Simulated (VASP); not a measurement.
Runs of VASP 6.6.1 on LiBr. The structure is cubic, space group Fm-3m (No. 225). The conventional cell has a = 5.479 Å, b = 5.479 Å, c = 5.479 Å, α = 90.00°, β = 90.00°, γ = 90.00°. Li (site symmetry m-3m) has 6 Br at 2.74 Å within 3.6 Å. Br (site symmetry m-3m) has 6 Li at 2.74 Å within 3.6 Å. 

```csv
level,smearing,share of exact exchange,screening parameter,gap on the mesh (eV),pressure (GPa)
HSE06,fermi-dirac 0.5 eV,0.25,0.2079 1/Å,6.21,-0.1
PBE-based screened hybrid with 30 % exact exchange,gaussian 0.01 eV,0.3,0.5 1/Å,5.77,0.0
HSE06,gaussian 0.01 eV,0.25,0.2079 1/Å,6.21,-0.1
PBE-based screened hybrid with 20 % exact exchange,gaussian 0.01 eV,0.2,0.1 1/Å,(b),-0.1
PBE-based screened hybrid with 75 % exact exchange,gaussian 0.01 eV,0.75,0.3 1/Å,(a),-1.1
```

Alike in all rows: task single point; potentials or basis VASP PAW PBE potentials, release 64 (Li_sv, Br); no spin polarisation; cell as given; k mesh 4 × 4 × 4; cutoff (eV) 650.

Problem. Fill in the values left out.

Solution. (a) 8.05; (b) 6.25.

Caveats: all runs use coarse meshes; the PAW data sets were made with another functional, which shifts forces and pressure a little.

A k mesh can miss the band edges, and the runs leave out spin-orbit coupling on Br.
